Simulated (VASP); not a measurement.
## BaS: single point with LDA

BaS:

```
Ba S
1.0
     0.00000    3.19375    3.19375
     3.19375    0.00000    3.19375
     3.19375    3.19375    0.00000
Ba S
1 1
Direct
  0.00000 0.00000 0.00000
  0.41697 0.58303 0.50000
```

This cell differs from its parent crystal: all S atoms moved +0.375 Å, as atom 2 along Cartesian [1 -1 0].

```yaml
Program: VASP 6.6.1
Task: single point
Functional: LDA
Potentials_or_basis: VASP PAW LDA potentials, release 64 (Ba_sv, S)
Cutoff: 520 eV
k_mesh: 8 × 8 × 8
Occupations: gaussian, width 0.05 eV
Spin: no spin polarisation
```

```
Pressure               : -0.3 GPa
Largest force          : 0.852 eV/Å
Band gap on the k mesh : 2.37 eV
```

Forces in eV/Å, atoms in the order of the input:
```
Ba   0.603 -0.603  0.000
S   -0.603  0.603  0.000
```

Stress tensor (GPa, compression positive):
```
 0.72  0.66  0.00
 0.66  0.72  0.00
 0.00  0.00 -2.44
```

Levels at points of the mesh, in eV from the valence-band top:
| k point | band 6 | band 7 | band 8 | band 9 | band 10 | band 11 |
| --- | --- | --- | --- | --- | --- | --- |
| (0.00, 0.00, 0.00) | -0.10 | -0.09 | -0.04 | 3.40 | 3.83 | 4.16 |
| (0.50, 0.00, 0.00) | -1.85 | -1.00 | -0.97 | 5.09 | 6.06 | 6.18 |
| (0.00, 0.00, 0.50) | -1.84 | -0.92 | -0.80 | 5.17 | 5.30 | 6.25 |
| (0.50, 0.50, 0.00) | -0.43 | -0.40 | -0.05 | 2.65 | 5.76 | 6.17 |
| (0.00, 0.50, 0.50) | -0.34 | -0.26 | 0.00 | 2.37 | 5.87 | 6.14 |

Wall time 2.4 min on 1 thread of Intel Xeon 8259CL, on a shared host, peak memory 0.23 GiB.

Caveat: the cell differs from its parent crystal (all S atoms moved +0.375 Å, as atom 2 along Cartesian [1 -1 0]); spin-orbit coupling is left out, which moves the levels of the heavy elements. A k mesh can miss the band edges.
